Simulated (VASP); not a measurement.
Crystal: DyAgH2.

```
Dy Ag H
1.0
     0.00000    4.76925    5.15581
     2.87964    0.00000    5.15581
     2.87964    4.76925    0.00000
Dy Ag H
2 2 4
Direct
  0.25000 0.25000 0.25000
  0.00000 0.00000 0.00000
  0.75000 0.75000 0.75000
  0.50000 0.50000 0.50000
  0.58810 0.91190 0.58810
  0.91190 0.58810 0.91190
  0.66190 0.33810 0.66190
  0.33810 0.66190 0.33810
```

The cell was generated, and may not be a known phase.

- Program: VASP 6.6.1
- Task: relaxation of cell and atoms
- Functional: PBE
- Potentials or basis: VASP PAW PBE potentials, release 64 (Dy_3, Ag, H), 4f in core
- Cutoff: 500 eV
- k mesh: 4 × 4 × 4
- Occupations: gaussian, width 0.2 eV
- Spin: no spin polarisation

At the start: pressure 2.2 GPa; volume 17.70 Å³/atom.

**Question.** Where does the relaxation end?

**Answer.** Over 24 steps the energy falls by 821.1 meV/atom and the volume is 13.10 Å³/atom (-26.0 %); space group Fddd (No. 70, to 0.1 Å) before, I4_1/amd (No. 141, to 0.1 Å).

The path:
```csv
step,energy change (eV),largest force (eV/Å),pressure (GPa),volume (Å³)
1,0.0000,2.3343,2.22,141.62
2,-0.6619,0.1240,-4.52,146.48
3,-0.6637,0.2125,-4.15,146.12
4,-1.0655,0.3457,-3.60,137.66
5,-2.0358,0.9038,0.93,113.24
6,1.6358,1.9708,69.80,69.19
7,-2.0665,1.1943,3.76,107.57
8,-2.1459,1.5838,12.13,94.67
9,-2.2571,1.5645,12.66,93.48
10,-2.5287,1.4842,15.11,89.83
11,-2.4468,1.3165,25.74,82.21
12,-2.6241,1.3798,19.25,86.12
13,-3.0080,1.2413,15.28,88.15
14,-3.7907,1.0389,6.06,94.36
15,-4.3103,0.9457,-4.15,107.23
16,-4.5220,0.9633,-3.81,106.65
17,-5.1732,0.9184,-2.46,104.85
18,-6.2020,0.4696,1.66,100.96
19,-4.9195,1.8988,18.25,92.13
20,-6.4099,0.0083,4.62,98.99
21,-6.5603,0.1028,-0.72,106.12
22,-6.5662,0.0862,0.06,104.89
23,-6.5662,0.0877,0.00,105.01
24,-6.5692,0.0380,0.14,104.76
```

Final structure:
```
Dy Ag H
1.0
     0.00000    5.58348    3.06074
     3.06514    0.00000    3.06074
     3.06514    5.58348    0.00000
Dy Ag H
2 2 4
Direct
  0.25000 0.25000 0.25000
  0.00000 0.00000 0.00000
  0.75000 0.75000 0.75000
  0.50000 0.50000 0.50000
  0.44853 0.05147 0.44853
  0.05147 0.44853 0.05147
  0.80147 0.19853 0.80147
  0.19853 0.80147 0.19853
```

Caveat: the volume moved by over 15 % at a fixed basis, so the end points are rough; the relaxation stopped at a loose force limit of 0.08 eV/Å, so its end isn't a converged minimum.
